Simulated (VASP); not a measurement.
Set up this calculation in VASP 6.6.1, as the native input.

```yaml
Task: single point
Functional: PBEsol
Potentials_or_basis: VASP PAW PBE potentials, release 64 (Yb)
Cutoff: 600 eV
k_mesh: 6 × 6 × 6
Occupations: methfessel-paxton, width 0.1 eV
Spin: no spin polarisation
Dipole_correction: no
Further_INCAR_settings: ALGO = Normal; EDIFF = 1e-06; NBANDS = 18
```

The structure of Yb lies in POSCAR:

```
Yb
1.0
    0.0000000000      2.1777920345      2.1777920345
    2.1777920345      0.0000000000      2.1777920345
    2.1777920345      2.1777920345      0.0000000000
Yb
1
Direct
    0.0000000000      0.0000000000      0.0000000000
```

One way to write it, as run:

INCAR

```
SYSTEM = Yb
PREC = Accurate
ENCUT = 600
EDIFF = 1E-6
ISMEAR = 1
SIGMA = 0.1
LREAL = .FALSE.
LASPH = .TRUE.
NELM = 200
ALGO = Normal
ISIF = 2
LWAVE = .FALSE.
LCHARG = .FALSE.
GGA = PS
NBANDS = 18
GGA_COMPAT = .FALSE.
LMAXMIX = 6
```

KPOINTS

```
regular mesh
0
G
  6 6 6
  0 0 0
```

Potentials or basis: VASP PAW PBE potentials, release 64 (Yb).

Command:

```console
$ cat potpaw_PBE.64/Yb/POTCAR > POTCAR
$ mpirun -np 1 vasp_std > vasp.out
```

It gave:

```yaml
Pressure: 19.4 GPa
Band_gap_on_the_k_mesh: zero (bands 12 and 13 overlap by 0.70 eV)
```

Caveat: the k points lie up to 0.42 Å⁻¹ apart, too coarse for converged energies and pressures of a metal; the PAW data sets were made with another functional, which shifts forces and pressure a little; spin-orbit coupling is left out, which moves the levels of the heavy elements.

It took 21 s on 1 thread of AMD EPYC 7R13 Processor (Zen 3), with other jobs on the host, peak memory 0.14 GiB.
